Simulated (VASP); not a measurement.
# CuAu3 (Pm-3m) in VASP: a series of runs

The runs below take CuAu3 through single point, with PBEsol.

Everything below comes from runs of VASP 6.6.1. Logs are shortened: lines on timing, memory, paths and dates and some standing lists are left out, and cuts for length are marked.

**1. The cell of the first run**

It takes space group Pm-3m (No. 221, cubic). Conventional cell: a = 3.974 Å, b = 3.974 Å, c = 3.974 Å, α = 90.00°, β = 90.00°, γ = 90.00°. Within 3.7 Å of Cu (site symmetry m-3m) lie 12 Au at 2.81 Å. Within 3.7 Å of Au (site symmetry 4/mmm) lie 4 Cu at 2.81 Å and 8 Au at 2.81 Å.

**2. Single point, PBEsol**

INCAR

```
SYSTEM = CuAu3
ALGO     = Fast           ! electronic algorithm
EDIFF    = 1E-6           ! SCF threshold, eV
ENCUT    = 520            ! plane-wave cutoff, eV
GGA      = PS             ! functional
ISIF     = 2              ! what is computed and relaxed
ISMEAR   = 0              ! smearing method
LASPH    = .TRUE.         ! aspherical terms in the spheres
LCHARG   = .FALSE.        ! write CHGCAR
LREAL    = .FALSE.        ! projectors in reciprocal space
LWAVE    = .FALSE.        ! write WAVECAR
NBANDS   = 30             ! bands
NELM     = 80             ! most SCF steps
PREC     = Accurate       ! precision mode
SIGMA    = 0.1            ! smearing width, eV
```

KPOINTS

```
k-points
0
G
  10 10 10
  0 0 0
```

POSCAR

```
CuAu3
1.0
    3.9742517487      0.0000000000      0.0000000000
    0.0000000000      3.9742517487      0.0000000000
    0.0000000000      0.0000000000      3.9742517487
Cu Au
1 3
Direct
    0.0000000000      0.0000000000      0.0000000000
    0.0000000000      0.5000000000      0.5000000000
    0.5000000000      0.0000000000      0.5000000000
    0.5000000000      0.5000000000      0.0000000000
```

Potentials or basis: VASP PAW PBE potentials, release 64 (Cu, Au).

Launch:

```bash
> cat potpaw_PBE.64/Cu/POTCAR potpaw_PBE.64/Au/POTCAR > POTCAR
> mpirun -np 1 vasp_std > vasp.out
```

OUTCAR:

```text
SYSTEM = CuAu3
   EDIFF = 1E-6
   ENCUT = 520
   GGA = PS
   ISIF = 2
   ISMEAR = 0
   LASPH = .TRUE.
   LREAL = .FALSE.
   NELM = 80
   PREC = Accurate

 ion  position               nearest neighbor table
   1  0.000  0.000  0.000-   2 2.81   3 2.81   4 2.81   2 2.81   3 2.81   2 2.81   4 2.81   2 2.81
                             3 2.81   4 2.81   3 2.81   4 2.81
   2  0.000  0.500  0.500-   1 2.81   3 2.81   4 2.81   1 2.81   4 2.81   1 2.81   3 2.81   1 2.81
                             3 2.81   4 2.81   4 2.81   3 2.81
   3  0.500  0.000  0.500-   1 2.81   2 2.81   4 2.81   1 2.81   4 2.81   2 2.81   4 2.81   4 2.81
                             1 2.81   2 2.81   1 2.81   2 2.81
   4  0.500  0.500  0.000-   1 2.81   2 2.81   3 2.81   2 2.81   3 2.81   1 2.81   3 2.81   3 2.81
                             1 2.81   2 2.81   2 2.81   1 2.81

  LATTYP: Found a simple cubic cell.
 ALAT       =     3.9742517487

  Lattice vectors:

 A1 = (   3.9742517487,   0.0000000000,   0.0000000000)
 A2 = (   0.0000000000,   3.9742517487,   0.0000000000)
 A3 = (   0.0000000000,   0.0000000000,   3.9742517487)

Analysis of symmetry for initial positions (statically):
=====================================================================
 Subroutine PRICEL returns:
 Original cell was already a primitive cell.

 Routine SETGRP: Setting up the symmetry group for a
 simple cubic supercell.

 Subroutine GETGRP returns: Found 48 space group operations
 (whereof 48 operations were pure point group operations)
 out of a pool of 48 trial point group operations.

The static configuration has the point symmetry O_h .

Analysis of symmetry for dynamics (positions and initial velocities):
=====================================================================
 Subroutine PRICEL returns:
 Original cell was already a primitive cell.

 Routine SETGRP: Setting up the symmetry group for a
 simple cubic supercell.

 Subroutine GETGRP returns: Found 48 space group operations
 (whereof 48 operations were pure point group operations)
 out of a pool of 48 trial point group operations.

The dynamic configuration has the point symmetry O_h .

 Subroutine INISYM returns: Found 48 space group operations
 (whereof 48 operations are pure point group operations),
 and found     1 'primitive' translations

----------------------------------------------------------------------------------------

                                     Primitive cell

  volume of cell :      62.7720

  direct lattice vectors                    reciprocal lattice vectors
     3.974251749  0.000000000  0.000000000     0.251619692  0.000000000  0.000000000
     0.000000000  3.974251749  0.000000000     0.000000000  0.251619692  0.000000000
     0.000000000  0.000000000  3.974251749     0.000000000  0.000000000  0.251619692

  length of vectors
     3.974251749  3.974251749  3.974251749     0.251619692  0.251619692  0.251619692

  position of ions in fractional coordinates (direct lattice)
     0.000000000  0.000000000  0.000000000
     0.000000000  0.500000000  0.500000000
     0.500000000  0.000000000  0.500000000
     0.500000000  0.500000000  0.000000000

  ion indices of the primitive-cell ions
   primitive index   ion index
                 1           1
                 2           2
                 3           3
                 4           4

----------------------------------------------------------------------------------------

 KPOINTS: k-points

Automatic generation of k-mesh.
 Grid dimensions read from file:
 generate k-points for:   10   10   10

 Generating k-lattice:

  Cartesian coordinates                     Fractional coordinates (reciprocal lattice)
     0.025161969  0.000000000  0.000000000     0.100000000  0.000000000  0.000000000
     0.000000000  0.025161969  0.000000000     0.000000000  0.100000000  0.000000000
     0.000000000  0.000000000  0.025161969     0.000000000  0.000000000  0.100000000

  Length of vectors
     0.025161969  0.025161969  0.025161969

  Shift w.r.t. Gamma in fractional coordinates (k-lattice)
     0.000000000  0.000000000  0.000000000

 Subroutine IBZKPT returns following result:
 ===========================================

 Found     56 irreducible k-points:

 Following reciprocal coordinates:
            Coordinates               Weight
  0.000000  0.000000  0.000000      1.000000
  0.100000  0.000000  0.000000      6.000000
  0.200000  0.000000  0.000000      6.000000
  0.300000  0.000000  0.000000      6.000000
  0.400000  0.000000  0.000000      6.000000
  0.500000  0.000000  0.000000      3.000000
[... 16 lines left out ...]
  0.200000  0.100000  0.100000     24.000000
  0.300000  0.100000  0.100000     24.000000
 [... further k-points ...]
   k-points           NKPTS =     56   k-points in BZ     NKDIM =     56   number of bands    NBANDS=     30
   number of dos      NEDOS =    301   number of ions     NIONS =      4
   total plane-waves  NPLWV =  27000
   dimension x,y,z NGX =    30 NGY =   30 NGZ =   30
   dimension x,y,z NGXF=    60 NGYF=   60 NGZF=   60
   ions per type =               1   3
   NGX,Y,Z   is equivalent  to a cutoff of  12.55, 12.55, 12.55 a.u.
   NGXF,Y,Z  is equivalent  to a cutoff of  25.10, 25.10, 25.10 a.u.
 SYSTEM =  CuAu3
   PREC   = accura    normal or accurate (medium, high low for compatibility)
   ISTART =      0    job   : 0-new  1-cont  2-samecut
   ICHARG =      2    charge: 1-file 2-atom 10-const
   ISPIN  =      1    spin polarized calculation?
   LNONCOLLINEAR =      F non collinear calculations
   LSORBIT =      F    spin-orbit coupling
   LASPH  =      T    aspherical Exc in radial PAW
   ENCUT  =  520.0 eV  38.22 Ry    6.18 a.u.   7.39  7.39  7.39*2*pi/ulx,y,z
   NELM   =     80;   NELMIN=  2; NELMDL= -5     # of ELM steps
   EDIFF  = 0.1E-05   stopping-criterion for ELM
   LREAL  =      F    real-space projection
   EDIFFG = 0.1E-04   stopping-criterion for IOM
   NSW    =      0    number of steps for IOM
   IBRION =     -1    ionic relax: 0-MD 1-quasi-New 2-CG
   NFREE  =      0    steps in history (QN), initial steepest desc. (CG)
   ISIF   =      2    stress and relaxation
   ISYM   =      2    0-nonsym 1-usesym 2-fastsym
   POTIM  = 0.5000    time-step for ionic-motion
   TEBEG  =    0.0;   TEEND  =   0.0 temperature during run
   PSTRESS=    0.0 pullay stress
   NELECT =      44.0000    total number of electrons
   NUPDOWN=      -1.0000    fix difference up-down
   EMIN   =  10.00;   EMAX   =-10.00  energy-range for DOS
   EFERMI =   0.00;   METHOD = LEGACY
   ISMEAR =     0;   SIGMA  =   0.10  broadening in eV -4-tet -1-fermi 0-gaus
   EFERMI_NEDOS =   21; number of points for ismear=-14 and -15
   IALGO  =     68    algorithm
   IMIX   =      4    mixing-type and parameters
     AMIX     =   0.40;   BMIX     =  1.00
     AMIX_MAG =   1.60;   BMIX_MAG =  1.00
  volume/ion in A,a.u.               =      15.69       105.90
  Fermi-wavevector in a.u.,A,eV,Ry     =   1.454243  2.748121 28.773914  2.114823
  Thomas-Fermi vector in A             =   2.571416
   LORBIT       =      0    0 simple, 1 ext, 2 COOP (PROOUT), +10 PAW based schemes
   GGA     = PS    functional components
   LHFCALC =     F    Hartree Fock is set to
   AEXX    =    0.0000 exact exchange contribution
   IVDW    =     0    specifies the selected vdW correction
   LEPSILON=     F    determine dielectric tensor
   LRPA    =     F    only Hartree local field effects (RPA)
 non-spin polarized calculation
 RMM-DIIS sequential band-by-band and
 Gauss-broadening in eV      SIGMA  =   0.10
  energy-cutoff  :      520.00
  volume of cell :       62.77
 maximum number of plane-waves:      1743
 NGX is ok and might be reduce to    30
   NGX = 15   NGY = 15   NGZ = 15

 number of electron      44.0000041 magnetization

 Free energy of the ion-electron system (eV)
  ---------------------------------------------------
  ext. energy  EPLUGINS =         0.00000000
  ---------------------------------------------------
  free energy    TOTEN  =       -16.19247894 eV

  energy without entropy =      -16.18426137  energy(sigma->0) =      -16.18837015

 E-fermi :   9.0875     XC(G=0): -12.8973

 val. band max:        9.0776880041   @ k =   0.5000   0.4000   0.4000
 cond. band min:       9.0979797087   @ k =   0.4000   0.4000   0.0000
 fundamental gap:      0.0202917046
 Fermi energy:         9.0874792703

 k-point     1 :       0.0000    0.0000    0.0000
  band No.  band energies     occupation
      1      -0.9393      2.00000
      2       1.5421      2.00000
      3       2.3767      2.00000
      4       2.3767      2.00000
      5       2.3767      2.00000
      6       2.4898      2.00000
[... 22 lines left out ...]
     29      18.8514      0.00000
     30      18.8514      0.00000

 k-point     2 :       0.1000    0.0000    0.0000
  band No.  band energies     occupation
      1      -0.8203      2.00000
      2       1.6142      2.00000
      3       2.4094      2.00000
      4       2.4393      2.00000
      5       2.4393      2.00000
      6       2.5091      2.00000
[... 22 lines left out ...]
     29      18.8670      0.00000
     30      18.8784      0.00000

 k-point     3 :       0.2000    0.0000    0.0000
  band No.  band energies     occupation
      1      -0.4718      2.00000
      2       1.8167      2.00000
      3       2.5012      2.00000
      4       2.5528      2.00000
      5       2.6248      2.00000
      6       2.6248      2.00000
[... 22 lines left out ...]
     29      18.5368      0.00000
     30      18.9842      0.00000

 k-point     4 :       0.3000    0.0000    0.0000
  band No.  band energies     occupation
      1       0.0753      2.00000
      2       2.0953      2.00000
      3       2.5773      2.00000
      4       2.6309      2.00000
      5       2.9256      2.00000
      6       2.9256      2.00000
[... 22 lines left out ...]
     29      18.2425      0.00000
     30      18.8571      0.00000

 k-point     5 :       0.4000    0.0000    0.0000
  band No.  band energies     occupation
      1       0.7303      2.00000
      2       2.2573      2.00000
      3       2.5798      2.00000
      4       2.7555      2.00000
      5       3.3141      2.00000
      6       3.3141      2.00000
[... 22 lines left out ...]
     29      17.7814      0.00000
     30      18.8772      0.00000
[... 526 lines left out ...]
     29      18.6474      0.00000
     30      18.6648      0.00000

 k-point    22 :       0.1000    0.1000    0.1000
  band No.  band energies     occupation
      1      -0.5882      2.00000
      2       1.7560      2.00000
      3       2.4732      2.00000
      4       2.5286      2.00000
      5       2.5286      2.00000
      6       2.6855      2.00000
[... 22 lines left out ...]
     29      18.8101      0.00000
     30      18.8102      0.00000

 k-point    23 :       0.2000    0.1000    0.1000
  band No.  band energies     occupation
      1      -0.2513      2.00000
      2       1.9538      2.00000
      3       2.5667      2.00000
      4       2.6265      2.00000
      5       2.6735      2.00000
      6       2.8093      2.00000
[... 22 lines left out ...]
     29      18.1878      0.00000
     30      19.5775      0.00000

 k-point    24 :       0.3000    0.1000    0.1000
  band No.  band energies     occupation
      1       0.2777      2.00000
      2       2.2291      2.00000
      3       2.6666      2.00000
      4       2.7270      2.00000
      5       2.9447      2.00000
      6       3.0316      2.00000
[... 22 lines left out ...]
     29      19.2917      0.00000
     30      19.8734      0.00000

 [... further k-points ...]

------------------------ aborting loop because EDIFF is reached ----------------------------------------

  FORCE on cell =-STRESS in cart. coord.  units (eV):
  Direction    XX          YY          ZZ          XY          YZ          ZX
  --------------------------------------------------------------------------------------
  -------------------------------------------------------------------------------------
  Total       -0.0902452     -0.0902452     -0.0902452      0.0000000      0.0000000     -0.0000000
  in kB       -2.3033966     -2.3033966     -2.3033966      0.0000000      0.0000000     -0.0000000
  external PRESSURE =      -2.3033966 kB  Pullay stress =       0.0000000 kB

 VOLUME and BASIS-vectors are now :
 -----------------------------------------------------------------------------
  energy-cutoff  :      520.00
  volume of cell :       62.77
      direct lattice vectors                 reciprocal lattice vectors
     3.974251749  0.000000000  0.000000000     0.251619692  0.000000000  0.000000000
     0.000000000  3.974251749  0.000000000     0.000000000  0.251619692  0.000000000
     0.000000000  0.000000000  3.974251749     0.000000000  0.000000000  0.251619692

 POSITION                                       TOTAL-FORCE (eV/Angst)
 -----------------------------------------------------------------------------------
      0.00000      0.00000      0.00000         0.000000      0.000000      0.000000
      0.00000      1.98713      1.98713         0.000000      0.000000      0.000000
      1.98713      0.00000      1.98713         0.000000      0.000000      0.000000
      1.98713      1.98713      0.00000         0.000000      0.000000      0.000000
 -----------------------------------------------------------------------------------
    total drift:                                0.000000      0.000000     -0.000000

  FREE ENERGIE OF THE ION-ELECTRON SYSTEM (eV)
  ---------------------------------------------------
  free  energy   TOTEN  =       -16.1924789363 eV

  energy  without entropy=      -16.1842613724  energy(sigma->0) =      -16.18837015
```

Wall time 92 s (1 thread of Intel Xeon 6975P-C (Granite Rapids), shared host); peak memory 0.23 GiB.

Results:

```
Free energy            : -16.1925 eV
Pressure               : -0.2 GPa
Band gap on the k mesh : zero (band 22 reaches 10.13 eV, above the bottom of band 23 at 7.99 eV)
```

Levels at points of the mesh, in eV from the Fermi level:
| k point | band 18 | band 19 | band 20 | band 21 | band 22 | band 23 | band 24 | band 25 | band 26 | band 27 |
| --- | --- | --- | --- | --- | --- | --- | --- | --- | --- | --- |
| (0.00, 0.00, 0.00) | -1.52 | -1.44 | -1.44 | -1.44 | 0.96 | 0.96 | 0.96 | 5.98 | 5.98 | 6.83 |
| (0.50, 0.00, 0.00) | -2.28 | -2.11 | -1.90 | -1.52 | -1.44 | 5.26 | 5.63 | 5.93 | 5.93 | 6.45 |
| (0.50, 0.50, 0.00) | -2.16 | -2.16 | -2.16 | -0.74 | -0.17 | -0.05 | -0.05 | 8.37 | 8.94 | 9.19 |
| (0.50, 0.50, 0.50) | -1.64 | -1.60 | -1.60 | -1.17 | -1.10 | -1.10 | -1.10 | 3.03 | 3.03 | 3.03 |

Caveat: the PAW data sets were made with another functional, which shifts forces and pressure a little; spin-orbit coupling is left out, which moves the levels of the heavy elements.

[end of part 1 of 2]
